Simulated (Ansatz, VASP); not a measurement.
Two plane-wave programs on TiC

Contents of INCAR:

```
SYSTEM = TiC
ALGO     = Normal         ! electronic algorithm
EDIFF    = 1E-6           ! SCF threshold, eV
ENCUT    = 600            ! plane-wave cutoff, eV
GGA_COMPAT= .FALSE.      
ISIF     = 2              ! what is computed and relaxed
ISMEAR   = 1              ! smearing method
LASPH    = .TRUE.         ! aspherical terms in the spheres
LCHARG   = .FALSE.        ! write CHGCAR
LREAL    = .FALSE.        ! projectors in reciprocal space
LWAVE    = .FALSE.        ! write WAVECAR
NBANDS   = 15             ! bands
NELM     = 120            ! most SCF steps
PREC     = Accurate       ! precision mode
SIGMA    = 0.1            ! smearing width, eV
```

KPOINTS

```
k-points
0
G
  8 8 8
  0 0 0
```

POSCAR

```
TiC
1.0
    0.0675900000      2.1587200000      2.1056100000
    2.2940800000     -0.0189200000      2.1921100000
    2.2008300000      2.1519700000      0.0743300000
Ti C
1 1
Direct
    0.0103013114      0.0042960894      0.9937483822
    0.5135800000      0.5002000000      0.4982600000
```

Input for Ansatz:

```yaml
crystal:
  lattice:
    - [0.06759, 2.15872, 2.10561]
    - [2.29408, -0.01892, 2.19211]
    - [2.20083, 2.15197, 0.07433]
  atoms:
    - { symbol: Ti, position: [0.010301311435718358, 0.0042960894194677655, 0.9937483822215469] }
    - { symbol: C, position: [0.51358, 0.5002, 0.49826] }
basis:
  ecutwfc: 540.0
  xc_grid: 2
kpoints:
  mp_grid:
    grid: [8, 8, 8]
hamiltonian:
  xc: lda
scf:
  convergence:
    dr2_threshold: 1.0e-09
  occupations:
    method: methfessel_paxton
output:
  forces: true
  stress: true
```

Alike in both runs: task single point; functional LDA; k mesh 8 × 8 × 8; no spin polarisation.

|  | VASP | Ansatz |
| --- | --- | --- |
| version | VASP 6.6.1 | Ansatz 0.2.0 |
| potentials or method | VASP PAW LDA potentials, release 64 (Ti_sv, C), cutoff 600 eV | plane waves, PAW |
| occupations | methfessel-paxton of order 1, width 0.1 eV | methfessel-paxton of order 1 |
| valence electrons in the cell | 16 | 16 |

```tsv
	VASP	Ansatz	Ansatz less VASP
pressure (GPa)	-10.0	-10.4	-0.48
traceless stress, the component that is largest in VASP (GPa)	-13.01	-13.07	-0.054
rms of the force components (eV/Å)	0.094	0.093	-0.0008
```

LDA's correlation is that of Perdew and Zunger in VASP and of Perdew and Wang (1992) in Ansatz. Atom by atom the forces differ by 0.001 eV/Å (rms over components). Ansatz's warnings: stress scf threshold loose.
